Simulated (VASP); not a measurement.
# GaP (I-4m2) in VASP: single point with r2SCAN

Aim: the single point of GaP with r2SCAN.

Program: VASP 6.6.1. These are calculated values, not measurements. Logs are shortened: lines on timing, memory, paths and dates and some standing lists are left out, and cuts for length are marked.

## 1. The cell of the first run

Symmetry: I-4m2, No. 119, tetragonal system. The conventional cell has a = 3.792 Å, b = 3.792 Å, c = 5.631 Å, α = 90.00°, β = 90.00°, γ = 90.00°. Ga (site symmetry -4m2) has 4 P at 2.36 Å within 3.1 Å. Within 3.1 Å of P (site symmetry -4m2) lie 4 Ga at 2.36 Å.

## 2. Single point, r2SCAN

POSCAR

```
GaP
1.0
    0.0000000000      2.6812866671      2.8153510004
    2.6812866671      0.0000000000      2.8153510004
    2.6812866671      2.6812866671      0.0000000000
Ga P
1 1
Direct
    0.0000000000      0.0000000000      0.0000000000
    0.7500000000      0.7500000000      0.7500000000
```

INCAR.step1

```
ALGO     = Normal         # electronic algorithm
EDIFF    = 1E-4           # SCF threshold, eV
ENCUT    = 520            # plane-wave cutoff, eV
GGA      = PE             # functional
ISMEAR   = 0              # smearing method
LASPH    = True           # aspherical terms in the spheres
LCHARG   = False          # write CHGCAR
LREAL    = False          # projectors in reciprocal space
LWAVE    = True           # write WAVECAR
NBANDS   = 16             # bands
NELM     = 100            # most SCF steps
PREC     = Accurate       # precision mode
SIGMA    = 0.05           # smearing width, eV
```

INCAR.step2

```
ALGO     = Normal         # electronic algorithm
EDIFF    = 1E-6           # SCF threshold, eV
ENCUT    = 520            # plane-wave cutoff, eV
ISIF     = 2              # what is computed and relaxed
ISMEAR   = 0              # smearing method
ISTART   = 1            
LASPH    = True           # aspherical terms in the spheres
LCHARG   = False          # write CHGCAR
LMIXTAU  = True         
LREAL    = False          # projectors in reciprocal space
LWAVE    = False          # write WAVECAR
METAGGA  = R2SCAN         # meta-GGA
NBANDS   = 16             # bands
NELM     = 100            # most SCF steps
PREC     = Accurate       # precision mode
SIGMA    = 0.05           # smearing width, eV
```

KPOINTS

```
k-points
0
Gamma
  10 10 10
```

Potentials or basis: VASP PAW PBE potentials, release 64 (Ga_d, P).

On the command line:

```console
$ cat potpaw_PBE.64/Ga_d/POTCAR potpaw_PBE.64/P/POTCAR > POTCAR
$ cp INCAR.step1 INCAR
$ mpirun -np 1 vasp_std > vasp.out
$ cp INCAR.step2 INCAR
$ mpirun -np 1 vasp_std > vasp.out
```

OUTCAR:

```text
EDIFF = 1E-6
   ENCUT = 520
   ISIF = 2
   ISMEAR = 0
   ISTART = 1
   LASPH = True
   LREAL = False
   METAGGA = R2SCAN
   NELM = 100
   PREC = Accurate

 ion  position               nearest neighbor table
   1  0.000  0.000  0.000-   2 2.36   2 2.36   2 2.36   2 2.36
   2  0.750  0.750  0.750-   1 2.36   1 2.36   1 2.36   1 2.36

  LATTYP: Found a body centered tetragonal cell.
 ALAT       =     3.7919119692
 C/A-ratio  =     1.4849242405

  Lattice vectors:

 A1 = (  -2.6812866671,   0.0000000000,   2.8153510004)
 A2 = (   2.6812866671,   0.0000000000,   2.8153510004)
 A3 = (   0.0000000000,   2.6812866671,  -2.8153510004)

Analysis of symmetry for initial positions (statically):
=====================================================================
 Subroutine PRICEL returns:
 Original cell was already a primitive cell.

 Routine SETGRP: Setting up the symmetry group for a
 body centered tetragonal supercell.

 Subroutine GETGRP returns: Found  8 space group operations
 (whereof  8 operations were pure point group operations)
 out of a pool of 16 trial point group operations.

The static configuration has the point symmetry D_2d.

Analysis of symmetry for dynamics (positions and initial velocities):
=====================================================================
 Subroutine PRICEL returns:
 Original cell was already a primitive cell.

 Routine SETGRP: Setting up the symmetry group for a
 body centered tetragonal supercell.

 Subroutine GETGRP returns: Found  8 space group operations
 (whereof  8 operations were pure point group operations)
 out of a pool of 16 trial point group operations.

The dynamic configuration has the point symmetry D_2d.

 Subroutine INISYM returns: Found  8 space group operations
 (whereof  8 operations are pure point group operations),
 and found     1 'primitive' translations

----------------------------------------------------------------------------------------

                                     Primitive cell

  volume of cell :      40.4808

  direct lattice vectors                    reciprocal lattice vectors
     0.000000000  2.681286667  2.815351000    -0.186477636  0.186477636  0.177597749
     2.681286667  0.000000000  2.815351000     0.186477636 -0.186477636  0.177597749
     2.681286667  2.681286667  0.000000000     0.186477636  0.186477636 -0.177597749

  length of vectors
     3.887865667  3.887865667  3.791911969     0.317944615  0.317944615  0.317944615

  position of ions in fractional coordinates (direct lattice)
     0.000000000  0.000000000  0.000000000
     0.750000000  0.750000000  0.750000000

  ion indices of the primitive-cell ions
   primitive index   ion index
                 1           1
                 2           2

----------------------------------------------------------------------------------------

 KPOINTS: k-points

Automatic generation of k-mesh.
 Grid dimensions read from file:
 generate k-points for:   10   10   10

 Generating k-lattice:

  Cartesian coordinates                     Fractional coordinates (reciprocal lattice)
    -0.018647764  0.018647764  0.017759775     0.100000000 -0.000000000  0.000000000
     0.018647764 -0.018647764  0.017759775    -0.000000000  0.100000000  0.000000000
     0.018647764  0.018647764 -0.017759775     0.000000000  0.000000000  0.100000000

  Length of vectors
     0.031794461  0.031794461  0.031794461

  Shift w.r.t. Gamma in fractional coordinates (k-lattice)
     0.000000000  0.000000000  0.000000000

 Subroutine IBZKPT returns following result:
 ===========================================

 Found    102 irreducible k-points:

 Following reciprocal coordinates:
            Coordinates               Weight
  0.000000  0.000000  0.000000      1.000000
  0.100000  0.000000  0.000000      8.000000
  0.200000  0.000000  0.000000      8.000000
  0.300000  0.000000  0.000000      8.000000
  0.400000  0.000000  0.000000      8.000000
  0.500000 -0.000000  0.000000      4.000000
[... 16 lines left out ...]
  0.300000  0.300000  0.000000      2.000000
  0.400000  0.300000  0.000000      8.000000
 [... further k-points ...]
   k-points           NKPTS =    102   k-points in BZ     NKDIM =    102   number of bands    NBANDS=     16
   number of dos      NEDOS =    301   number of ions     NIONS =      2
   total plane-waves  NPLWV =  25200
   dimension x,y,z NGX =    30 NGY =   30 NGZ =   28
   dimension x,y,z NGXF=    60 NGYF=   60 NGZF=   56
   ions per type =               1   1
   NGX,Y,Z   is equivalent  to a cutoff of  12.83, 12.83, 12.28 a.u.
   NGXF,Y,Z  is equivalent  to a cutoff of  25.66, 25.66, 24.55 a.u.
 SYSTEM =  unknown system
   PREC   = accura    normal or accurate (medium, high low for compatibility)
   ISTART =      1    job   : 0-new  1-cont  2-samecut
   ICHARG =      0    charge: 1-file 2-atom 10-const
   ISPIN  =      1    spin polarized calculation?
   LNONCOLLINEAR =      F non collinear calculations
   LSORBIT =      F    spin-orbit coupling
   LASPH  =      T    aspherical Exc in radial PAW
   ENCUT  =  520.0 eV  38.22 Ry    6.18 a.u.   7.23  7.23  7.05*2*pi/ulx,y,z
   NELM   =    100;   NELMIN=  2; NELMDL=  0     # of ELM steps
   EDIFF  = 0.1E-05   stopping-criterion for ELM
   LREAL  =      F    real-space projection
   EDIFFG = 0.1E-04   stopping-criterion for IOM
   NSW    =      0    number of steps for IOM
   IBRION =     -1    ionic relax: 0-MD 1-quasi-New 2-CG
   NFREE  =      0    steps in history (QN), initial steepest desc. (CG)
   ISIF   =      2    stress and relaxation
   ISYM   =      2    0-nonsym 1-usesym 2-fastsym
   POTIM  = 0.5000    time-step for ionic-motion
   TEBEG  =    0.0;   TEEND  =   0.0 temperature during run
   PSTRESS=    0.0 pullay stress
   NELECT =      18.0000    total number of electrons
   NUPDOWN=      -1.0000    fix difference up-down
   EMIN   =  10.00;   EMAX   =-10.00  energy-range for DOS
   EFERMI =   0.00;   METHOD = LEGACY
   ISMEAR =     0;   SIGMA  =   0.05  broadening in eV -4-tet -1-fermi 0-gaus
   EFERMI_NEDOS =   21; number of points for ismear=-14 and -15
   IALGO  =     38    algorithm
   IMIX   =      4    mixing-type and parameters
     AMIX     =   0.40;   BMIX     =  1.00
     AMIX_MAG =   1.60;   BMIX_MAG =  1.00
  volume/ion in A,a.u.               =      20.24       136.59
  Fermi-wavevector in a.u.,A,eV,Ry     =   1.249538  2.361284 21.243377  1.561344
  Thomas-Fermi vector in A             =   2.383574
   LORBIT       =      0    0 simple, 1 ext, 2 COOP (PROOUT), +10 PAW based schemes
   METAGGA = R2SCAN    functional components
   LHFCALC =     F    Hartree Fock is set to
   AEXX    =    0.0000 exact exchange contribution
   IVDW    =     0    specifies the selected vdW correction
   LEPSILON=     F    determine dielectric tensor
   LRPA    =     F    only Hartree local field effects (RPA)
 non-spin polarized calculation
 Gauss-broadening in eV      SIGMA  =   0.05
  energy-cutoff  :      520.00
  volume of cell :       40.48
 maximum number of plane-waves:      1102
 NGX is ok and might be reduce to    30
   NGX = 15   NGY = 15   NGZ = 15

 number of electron      18.0000001 magnetization

 Free energy of the ion-electron system (eV)
  ---------------------------------------------------
  ext. energy  EPLUGINS =         0.00000000
  ---------------------------------------------------
  free energy    TOTEN  =       -21.44724349 eV

  energy without entropy =      -21.44724349  energy(sigma->0) =      -21.44724349

 E-fermi :   4.7909     XC(G=0): -10.5512

 val. band max:        4.5663516153   @ k =   0.0000   0.0000   0.0000
 cond. band min:       6.1803434994   @ k =   0.4000   0.0000   0.4000
 fundamental gap:      1.6139918840
 Fermi energy:         4.7908654140

 k-point     1 :       0.0000    0.0000    0.0000
  band No.  band energies     occupation
      1     -10.5386      2.00000
      2     -10.5235      2.00000
      3     -10.5232      2.00000
      4     -10.4195      2.00000
      5     -10.4129      2.00000
      6      -8.5543      2.00000
[... 8 lines left out ...]
     15      14.3004      0.00000
     16      15.2029      0.00000

 k-point     2 :       0.1000    0.0000    0.0000
  band No.  band energies     occupation
      1     -10.5426      2.00000
      2     -10.5268      2.00000
      3     -10.5200      2.00000
      4     -10.4199      2.00000
      5     -10.4125      2.00000
      6      -8.4169      2.00000
[... 8 lines left out ...]
     15      14.5981      0.00000
     16      14.6583      0.00000

 k-point     3 :       0.2000    0.0000    0.0000
  band No.  band energies     occupation
      1     -10.5653      2.00000
      2     -10.5215      2.00000
      3     -10.5122      2.00000
      4     -10.4203      2.00000
      5     -10.4108      2.00000
      6      -8.0201      2.00000
[... 8 lines left out ...]
     15      14.0795      0.00000
     16      15.2961      0.00000

 k-point     4 :       0.3000    0.0000    0.0000
  band No.  band energies     occupation
      1     -10.5930      2.00000
      2     -10.5133      2.00000
      3     -10.5038      2.00000
      4     -10.4194      2.00000
      5     -10.4071      2.00000
      6      -7.4153      2.00000
[... 8 lines left out ...]
     15      14.3193      0.00000
     16      14.9841      0.00000
[... 324 lines left out ...]
 k-point    22 :      -0.2000    0.2000    0.0000
  band No.  band energies     occupation
      1     -10.5996      2.00000
      2     -10.5071      2.00000
      3     -10.4990      2.00000
      4     -10.4256      2.00000
      5     -10.4057      2.00000
      6      -7.1802      2.00000
[... 8 lines left out ...]
     15      16.6099      0.00000
     16      17.2306      0.00000

 k-point    23 :       0.3000    0.3000    0.0000
  band No.  band energies     occupation
      1     -10.6257      2.00000
      2     -10.4807      2.00000
      3     -10.4805      2.00000
      4     -10.4307      2.00000
      5     -10.4069      2.00000
      6      -7.1062      2.00000
[... 8 lines left out ...]
     15      16.4843      0.00000
     16      18.7738      0.00000

 k-point    24 :       0.4000    0.3000    0.0000
  band No.  band energies     occupation
      1     -10.6375      2.00000
      2     -10.4756      2.00000
      3     -10.4724      2.00000
      4     -10.4327      2.00000
      5     -10.4053      2.00000
      6      -6.5818      2.00000
[... 8 lines left out ...]
     15      17.0026      0.00000
     16      18.8445      0.00000

 [... further k-points ...]

------------------------ aborting loop because EDIFF is reached ----------------------------------------

  FORCE on cell =-STRESS in cart. coord.  units (eV):
  Direction    XX          YY          ZZ          XY          YZ          ZX
  --------------------------------------------------------------------------------------
  -------------------------------------------------------------------------------------
  Total        0.3563755      0.3563755     -0.7497495      0.0000000      0.0000000      0.0000000
  in kB       14.1048811     14.1048811    -29.6741117      0.0000000      0.0000000      0.0000000
  external PRESSURE =      -0.4881165 kB  Pullay stress =       0.0000000 kB

 VOLUME and BASIS-vectors are now :
 -----------------------------------------------------------------------------
  energy-cutoff  :      520.00
  volume of cell :       40.48
      direct lattice vectors                 reciprocal lattice vectors
     0.000000000  2.681286667  2.815351000    -0.186477636  0.186477636  0.177597749
     2.681286667  0.000000000  2.815351000     0.186477636 -0.186477636  0.177597749
     2.681286667  2.681286667  0.000000000     0.186477636  0.186477636 -0.177597749

 POSITION                                       TOTAL-FORCE (eV/Angst)
 -----------------------------------------------------------------------------------
      0.00000      0.00000      0.00000        -0.000000     -0.000000      0.000000
      4.02193      4.02193      4.22303         0.000000      0.000000      0.000000
 -----------------------------------------------------------------------------------
    total drift:                                0.000289      0.000289      0.000225

  FREE ENERGIE OF THE ION-ELECTRON SYSTEM (eV)
  ---------------------------------------------------
  free  energy   TOTEN  =       -21.4472434924 eV

  energy  without entropy=      -21.4472434924  energy(sigma->0) =      -21.44724349
```

Run time: 7.1 min. Hardware: 1 thread of Intel Xeon 8259CL, shared host; peak memory 0.21 GiB.

Results:

```yaml
Free_energy: -21.4472 eV
Pressure: 0.0 GPa
Band_gap_on_the_k_mesh: 1.61 eV (least direct gap 2.22 eV)
```

Levels at points of the mesh, in eV from the valence-band top:
```
           k point  band 7  band 8  band 9  band 10  band 11  band 12
(0.00, 0.00, 0.00)   -0.31    0.00    0.00     2.22     4.06     4.06
(0.50, 0.00, 0.00)   -6.94   -1.49   -1.05     1.88     4.84     5.15
(0.50, 0.50, 0.00)   -7.28   -2.66   -2.66     2.06     2.33    11.26
(0.50, 0.00, 0.50)   -6.94   -3.03   -2.99     1.70     1.84    11.02
```

Caveat: the PAW data sets were made with another functional, which shifts forces and pressure a little. A k mesh can miss the band edges.
